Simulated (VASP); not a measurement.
# RbBr (F-43m) in VASP: a series of runs

The runs below take RbBr through single point, with PBE, LDA, r2SCAN.

Everything below comes from runs of VASP 6.6.1. Logs are shortened: lines on timing, memory, paths and dates and some standing lists are left out, and cuts for length are marked.

## 1. The cell of the first run

It takes space group F-43m (No. 216, cubic). Conventional cell: a = 7.739 Å, b = 7.739 Å, c = 7.739 Å, α = 90.00°, β = 90.00°, γ = 90.00°. Within 4.4 Å of Rb (site symmetry -43m) lie 4 Br at 3.35 Å. Br (site symmetry -43m) has 4 Rb at 3.35 Å within 4.4 Å.

## 2. Single point, PBE

INCAR

```
SYSTEM = RbBr
ALGO = Normal
EDIFF = 1E-6
ENCUT = 520
GGA = PE
ISIF = 2
ISMEAR = 0
LASPH = .TRUE.
LCHARG = .FALSE.
LREAL = .FALSE.
LWAVE = .FALSE.
NBANDS = 15
NELM = 80
PREC = Accurate
SIGMA = 0.01
```

KPOINTS

```
k-points
0
G
  4 4 4
  0 0 0
```

POSCAR

```
RbBr
1.0
    0.0000000000      3.8694968646      3.8694968646
    3.8694968646      0.0000000000      3.8694968646
    3.8694968646      3.8694968646      0.0000000000
Rb Br
1 1
Direct
    0.0000000000      0.0000000000      0.0000000000
    0.2500000000      0.2500000000      0.2500000000
```

Potentials or basis: VASP PAW PBE potentials, release 64 (Rb_sv, Br).

On the command line:

```sh
$ cat potpaw_PBE.64/Rb_sv/POTCAR potpaw_PBE.64/Br/POTCAR > POTCAR
$ mpirun -np 1 vasp_std > vasp.out
```

OUTCAR:

```text
SYSTEM = RbBr
   EDIFF = 1E-6
   ENCUT = 520
   GGA = PE
   ISIF = 2
   ISMEAR = 0
   LASPH = .TRUE.
   LREAL = .FALSE.
   NELM = 80
   PREC = Accurate

 ion  position               nearest neighbor table
   1  0.000  0.000  0.000-   2 3.35   2 3.35   2 3.35   2 3.35
   2  0.250  0.250  0.250-   1 3.35   1 3.35   1 3.35   1 3.35

  LATTYP: Found a face centered cubic cell.
 ALAT       =     7.7389937292

  Lattice vectors:

 A1 = (   0.0000000000,   3.8694968646,   3.8694968646)
 A2 = (   3.8694968646,   0.0000000000,   3.8694968646)
 A3 = (   3.8694968646,   3.8694968646,   0.0000000000)

Analysis of symmetry for initial positions (statically):
=====================================================================
 Subroutine PRICEL returns:
 Original cell was already a primitive cell.

 Routine SETGRP: Setting up the symmetry group for a
 face centered cubic supercell.

 Subroutine GETGRP returns: Found 24 space group operations
 (whereof 24 operations were pure point group operations)
 out of a pool of 48 trial point group operations.

The static configuration has the point symmetry T_d .

Analysis of symmetry for dynamics (positions and initial velocities):
=====================================================================
 Subroutine PRICEL returns:
 Original cell was already a primitive cell.

 Routine SETGRP: Setting up the symmetry group for a
 face centered cubic supercell.

 Subroutine GETGRP returns: Found 24 space group operations
 (whereof 24 operations were pure point group operations)
 out of a pool of 48 trial point group operations.

The dynamic configuration has the point symmetry T_d .

 Subroutine INISYM returns: Found 24 space group operations
 (whereof 24 operations are pure point group operations),
 and found     1 'primitive' translations

----------------------------------------------------------------------------------------

                                     Primitive cell

  volume of cell :     115.8760

  direct lattice vectors                    reciprocal lattice vectors
     0.000000000  3.869496865  3.869496865    -0.129215766  0.129215766  0.129215766
     3.869496865  0.000000000  3.869496865     0.129215766 -0.129215766  0.129215766
     3.869496865  3.869496865  0.000000000     0.129215766  0.129215766 -0.129215766

  length of vectors
     5.472294945  5.472294945  5.472294945     0.223808271  0.223808271  0.223808271

  position of ions in fractional coordinates (direct lattice)
     0.000000000  0.000000000  0.000000000
     0.250000000  0.250000000  0.250000000

  ion indices of the primitive-cell ions
   primitive index   ion index
                 1           1
                 2           2

----------------------------------------------------------------------------------------

 KPOINTS: k-points

Automatic generation of k-mesh.
 Grid dimensions read from file:
 generate k-points for:    4    4    4

 Generating k-lattice:

  Cartesian coordinates                     Fractional coordinates (reciprocal lattice)
    -0.032303941  0.032303941  0.032303941     0.250000000  0.000000000  0.000000000
     0.032303941 -0.032303941  0.032303941     0.000000000  0.250000000  0.000000000
     0.032303941  0.032303941 -0.032303941     0.000000000  0.000000000  0.250000000

  Length of vectors
     0.055952068  0.055952068  0.055952068

  Shift w.r.t. Gamma in fractional coordinates (k-lattice)
     0.000000000  0.000000000  0.000000000

 Subroutine IBZKPT returns following result:
 ===========================================

 Found      8 irreducible k-points:

 Following reciprocal coordinates:
            Coordinates               Weight
  0.000000  0.000000  0.000000      1.000000
  0.250000  0.000000  0.000000      8.000000
  0.500000  0.000000  0.000000      4.000000
  0.250000  0.250000  0.000000      6.000000
  0.500000  0.250000  0.000000     24.000000
 -0.250000  0.250000  0.000000     12.000000
  0.500000  0.500000  0.000000      3.000000
 -0.250000  0.500000  0.250000      6.000000
   k-points           NKPTS =      8   k-points in BZ     NKDIM =      8   number of bands    NBANDS=     15
   number of dos      NEDOS =    301   number of ions     NIONS =      2
   total plane-waves  NPLWV =  74088
   dimension x,y,z NGX =    42 NGY =   42 NGZ =   42
   dimension x,y,z NGXF=    84 NGYF=   84 NGZF=   84
   ions per type =               1   1
   NGX,Y,Z   is equivalent  to a cutoff of  12.76, 12.76, 12.76 a.u.
   NGXF,Y,Z  is equivalent  to a cutoff of  25.52, 25.52, 25.52 a.u.
 SYSTEM =  RbBr
   PREC   = accura    normal or accurate (medium, high low for compatibility)
   ISTART =      0    job   : 0-new  1-cont  2-samecut
   ICHARG =      2    charge: 1-file 2-atom 10-const
   ISPIN  =      1    spin polarized calculation?
   LNONCOLLINEAR =      F non collinear calculations
   LSORBIT =      F    spin-orbit coupling
   LASPH  =      T    aspherical Exc in radial PAW
   ENCUT  =  520.0 eV  38.22 Ry    6.18 a.u.  10.17 10.17 10.17*2*pi/ulx,y,z
   NELM   =     80;   NELMIN=  2; NELMDL= -5     # of ELM steps
   EDIFF  = 0.1E-05   stopping-criterion for ELM
   LREAL  =      F    real-space projection
   EDIFFG = 0.1E-04   stopping-criterion for IOM
   NSW    =      0    number of steps for IOM
   IBRION =     -1    ionic relax: 0-MD 1-quasi-New 2-CG
   NFREE  =      0    steps in history (QN), initial steepest desc. (CG)
   ISIF   =      2    stress and relaxation
   ISYM   =      2    0-nonsym 1-usesym 2-fastsym
   POTIM  = 0.5000    time-step for ionic-motion
   TEBEG  =    0.0;   TEEND  =   0.0 temperature during run
   PSTRESS=    0.0 pullay stress
   NELECT =      16.0000    total number of electrons
   NUPDOWN=      -1.0000    fix difference up-down
   EMIN   =  10.00;   EMAX   =-10.00  energy-range for DOS
   EFERMI =   0.00;   METHOD = LEGACY
   ISMEAR =     0;   SIGMA  =   0.01  broadening in eV -4-tet -1-fermi 0-gaus
   EFERMI_NEDOS =   21; number of points for ismear=-14 and -15
   IALGO  =     38    algorithm
   IMIX   =      4    mixing-type and parameters
     AMIX     =   0.40;   BMIX     =  1.00
     AMIX_MAG =   1.60;   BMIX_MAG =  1.00
  volume/ion in A,a.u.               =      57.94       390.98
  Fermi-wavevector in a.u.,A,eV,Ry     =   0.846156  1.599003  9.741494  0.715980
  Thomas-Fermi vector in A             =   1.961458
   LORBIT       =      0    0 simple, 1 ext, 2 COOP (PROOUT), +10 PAW based schemes
   GGA     = PE    functional components
   LHFCALC =     F    Hartree Fock is set to
   AEXX    =    0.0000 exact exchange contribution
   IVDW    =     0    specifies the selected vdW correction
   LEPSILON=     F    determine dielectric tensor
   LRPA    =     F    only Hartree local field effects (RPA)
 non-spin polarized calculation
 Gauss-broadening in eV      SIGMA  =   0.01
  energy-cutoff  :      520.00
  volume of cell :      115.88
 maximum number of plane-waves:      3142
 NGX is ok and might be reduce to    42
   NGX = 21   NGY = 21   NGZ = 21

 number of electron      15.9999998 magnetization

 Free energy of the ion-electron system (eV)
  ---------------------------------------------------
  ext. energy  EPLUGINS =         0.00000000
  ---------------------------------------------------
  free energy    TOTEN  =        -5.92750071 eV

  energy without entropy =       -5.92750071  energy(sigma->0) =       -5.92750071

 E-fermi :  -3.0237     XC(G=0):  -5.7334

 val. band max:       -3.0806958122   @ k =   0.5000   0.5000   0.0000
 cond. band min:       0.9940296267   @ k =   0.0000   0.0000   0.0000
 fundamental gap:      4.0747254389
 Fermi energy:        -3.0237258894

 k-point     1 :       0.0000    0.0000    0.0000
  band No.  band energies     occupation
      1     -27.6700      2.00000
      2     -14.9548      2.00000
      3     -11.7770      2.00000
      4     -11.7770      2.00000
      5     -11.7770      2.00000
      6      -3.1687      2.00000
      7      -3.1687      2.00000
      8      -3.1687      2.00000
      9       0.9940      0.00000
     10       5.0772      0.00000
     11       5.0772      0.00000
     12       6.0422      0.00000
     13       6.0422      0.00000
     14       6.0422      0.00000
     15       7.0472      0.00000

 k-point     2 :       0.2500    0.0000    0.0000
  band No.  band energies     occupation
      1     -27.6690      2.00000
      2     -14.9770      2.00000
      3     -11.7831      2.00000
      4     -11.7831      2.00000
      5     -11.7528      2.00000
      6      -3.2955      2.00000
      7      -3.1450      2.00000
      8      -3.1450      2.00000
      9       1.8033      0.00000
     10       4.7234      0.00000
     11       4.7234      0.00000
     12       5.1075      0.00000
     13       5.9898      0.00000
     14       6.5162      0.00000
     15       6.5162      0.00000

 k-point     3 :       0.5000    0.0000    0.0000
  band No.  band energies     occupation
      1     -27.6679      2.00000
      2     -14.9987      2.00000
      3     -11.7892      2.00000
      4     -11.7892      2.00000
      5     -11.7300      2.00000
      6      -3.3787      2.00000
      7      -3.1225      2.00000
      8      -3.1225      2.00000
      9       3.1903      0.00000
     10       3.4020      0.00000
     11       4.7247      0.00000
     12       4.7247      0.00000
     13       6.1046      0.00000
     14       6.1046      0.00000
     15       6.6271      0.00000
[... 55 lines left out ...]
 k-point     7 :       0.5000    0.5000    0.0000
  band No.  band energies     occupation
      1     -27.6672      2.00000
      2     -15.0127      2.00000
      3     -11.8065      2.00000
      4     -11.8065      2.00000
      5     -11.6872      2.00000
      6      -3.4736      2.00000
      7      -3.0807      2.00000
      8      -3.0807      2.00000
      9       2.8392      0.00000
     10       3.6502      0.00000
     11       5.3427      0.00000
     12       5.8691      0.00000
     13       5.9665      0.00000
     14       5.9665      0.00000
     15       6.4267      0.00000

 k-point     8 :      -0.2500    0.5000    0.2500
  band No.  band energies     occupation
      1     -27.6672      2.00000
      2     -15.0124      2.00000
      3     -11.8181      2.00000
      4     -11.8069      2.00000
      5     -11.6759      2.00000
      6      -3.3367      2.00000
      7      -3.2232      2.00000
      8      -3.0818      2.00000
      9       2.9727      0.00000
     10       3.6434      0.00000
     11       5.2777      0.00000
     12       5.4309      0.00000
     13       5.6966      0.00000
     14       5.9619      0.00000
     15       6.9193      0.00000

------------------------ aborting loop because EDIFF is reached ----------------------------------------

  FORCE on cell =-STRESS in cart. coord.  units (eV):
  Direction    XX          YY          ZZ          XY          YZ          ZX
  --------------------------------------------------------------------------------------
  -------------------------------------------------------------------------------------
  Total        0.1344738      0.1344738      0.1344738     -0.0000000     -0.0000000     -0.0000000
  in kB        1.8593226      1.8593226      1.8593226     -0.0000000     -0.0000000     -0.0000000
  external PRESSURE =       1.8593226 kB  Pullay stress =       0.0000000 kB

 VOLUME and BASIS-vectors are now :
 -----------------------------------------------------------------------------
  energy-cutoff  :      520.00
  volume of cell :      115.88
      direct lattice vectors                 reciprocal lattice vectors
     0.000000000  3.869496865  3.869496865    -0.129215766  0.129215766  0.129215766
     3.869496865  0.000000000  3.869496865     0.129215766 -0.129215766  0.129215766
     3.869496865  3.869496865  0.000000000     0.129215766  0.129215766 -0.129215766

 POSITION                                       TOTAL-FORCE (eV/Angst)
 -----------------------------------------------------------------------------------
      0.00000      0.00000      0.00000         0.000000      0.000000      0.000000
      1.93475      1.93475      1.93475        -0.000000     -0.000000     -0.000000
 -----------------------------------------------------------------------------------
    total drift:                                0.000000      0.000000      0.000000

  FREE ENERGIE OF THE ION-ELECTRON SYSTEM (eV)
  ---------------------------------------------------
  free  energy   TOTEN  =        -5.9275007147 eV

  energy  without entropy=       -5.9275007147  energy(sigma->0) =       -5.92750071
```

Wall time 28 s (1 thread of Intel Xeon Platinum 8488C (Sapphire Rapids), shared host); peak memory 0.24 GiB.

What came out:

| Quantity | Value |
| --- | --- |
| Free energy | -5.9275 eV |
| Pressure | 0.2 GPa |
| Band gap on the k mesh | 4.07 eV, indirect (least direct gap 4.16 eV) |

Levels at points of the mesh, in eV from the valence-band top:
```tsv
k point	band 5	band 6	band 7	band 8	band 9	band 10	band 11	band 12
(0.00, 0.00, 0.00)	-8.70	-0.09	-0.09	-0.09	4.07	8.16	8.16	9.12
(0.50, 0.00, 0.00)	-8.65	-0.30	-0.04	-0.04	6.27	6.48	7.81	7.81
(0.50, 0.50, 0.00)	-8.61	-0.39	0.00	0.00	5.92	6.73	8.42	8.95
```

A k mesh can miss the band edges. Expect the measured gap to be larger: semilocal functionals such as PBE lack the derivative discontinuity.

## 3. Single point, LDA

INCAR

```
SYSTEM = RbBr
PREC = Accurate ; ENCUT = 520
EDIFF = 1E-7 ; ISMEAR = 0
SIGMA = 0.01 ; LREAL = .FALSE.
LASPH = .TRUE. ; NELM = 80
ALGO = Normal ; ISIF = 2
LWAVE = .FALSE. ; LCHARG = .FALSE.
NBANDS = 15
```

KPOINTS

```
regular mesh
0
G
  4 4 4
  0 0 0
```

POSCAR is that of step 2.

Potentials or basis: VASP PAW LDA potentials, release 64 (Rb_sv, Br).

On the command line:

```sh
$ cat potpaw_LDA.64/Rb_sv/POTCAR potpaw_LDA.64/Br/POTCAR > POTCAR
$ mpirun -np 1 vasp_std > vasp.out
```

Wall time 24 s (1 thread of Intel Xeon Platinum 8488C (Sapphire Rapids), shared host); peak memory 0.2 GiB.

The run converged. Its results:

```
Free energy            : -6.3533 eV
Pressure               : -0.9 GPa
Band gap on the k mesh : 3.82 eV, indirect (least direct gap 3.91 eV)
```

Levels at points of the mesh, in eV from the valence-band top:
```tsv
k point	band 5	band 6	band 7	band 8	band 9	band 10	band 11	band 12
(0.00, 0.00, 0.00)	-8.63	-0.09	-0.09	-0.09	3.82	7.98	7.98	8.95
(0.50, 0.00, 0.00)	-8.58	-0.32	-0.04	-0.04	6.02	6.27	7.61	7.61
(0.50, 0.50, 0.00)	-8.54	-0.42	0.00	0.00	5.72	6.51	8.18	8.74
```

## 4. Single point, r2SCAN

POSCAR is that of step 3.

INCAR.step1

```
PREC = Accurate ; ENCUT = 520
ISMEAR = 0 ; SIGMA = 0.01
LREAL = F ; LASPH = T
NELM = 60 ; NBANDS = 15
GGA = PE ; ALGO = Normal
EDIFF = 1E-4 ; LWAVE = T
LCHARG = F
```

INCAR.step2

```
PREC = Accurate ; ENCUT = 520
EDIFF = 1E-6 ; ISMEAR = 0
SIGMA = 0.01 ; LREAL = F
LASPH = T ; NELM = 60
ALGO = Normal ; ISIF = 2
LWAVE = F ; LCHARG = F
METAGGA = R2SCAN ; LMIXTAU = T
NBANDS = 15 ; ISTART = 1
```

KPOINTS

```
Automatic mesh
0
Gamma
  4 4 4
```

Potentials or basis: VASP PAW PBE potentials, release 64 (Rb_sv, Br).

On the command line:

```sh
$ cat potpaw_PBE.64/Rb_sv/POTCAR potpaw_PBE.64/Br/POTCAR > POTCAR
$ cp INCAR.step1 INCAR
$ mpirun -np 1 vasp_std > vasp.out
$ cp INCAR.step2 INCAR
$ mpirun -np 1 vasp_std > vasp.out
```

Wall time 1.9 min (1 thread of Intel Xeon Platinum 8488C (Sapphire Rapids), shared host); peak memory 0.28 GiB.

It converged, with:

| Item | Value |
| --- | --- |
| Free energy | -30.8790 eV |
| Pressure | 0.0 GPa |
| Band gap on the k mesh | 4.65 eV, indirect (least direct gap 4.73 eV) |

Levels at points of the mesh, in eV from the valence-band top:
```csv
k point,band 6,band 7,band 8,band 9,band 10,band 11
"(0.00, 0.00, 0.00)",-0.09,-0.09,-0.09,4.65,8.89,8.89
"(0.50, 0.00, 0.00)",-0.28,-0.04,-0.04,6.94,6.96,8.47
"(0.50, 0.50, 0.00)",-0.37,0.00,0.00,6.40,7.29,9.38
```

Caveat: the PAW data sets were made with another functional, which shifts forces and pressure a little.

## 5. Overview

```tsv
level	potentials or basis	gap on the mesh (eV)	pressure (GPa)
PBE	VASP PAW PBE potentials, release 64 (Rb_sv, Br)	4.07	0.2
LDA	VASP PAW LDA potentials, release 64 (Rb_sv, Br)	3.82	-0.9
r2SCAN	VASP PAW PBE potentials, release 64 (Rb_sv, Br)	4.65	0.0
```

Alike in all rows: task single point; no spin polarisation; cell as given; k mesh 4 × 4 × 4; cutoff (eV) 520; smearing gaussian 0.01 eV.

Caveats: the PAW data sets were made with another functional, which shifts forces and pressure a little (some runs).

Absolute energies hang on the potentials; compare differences alone.
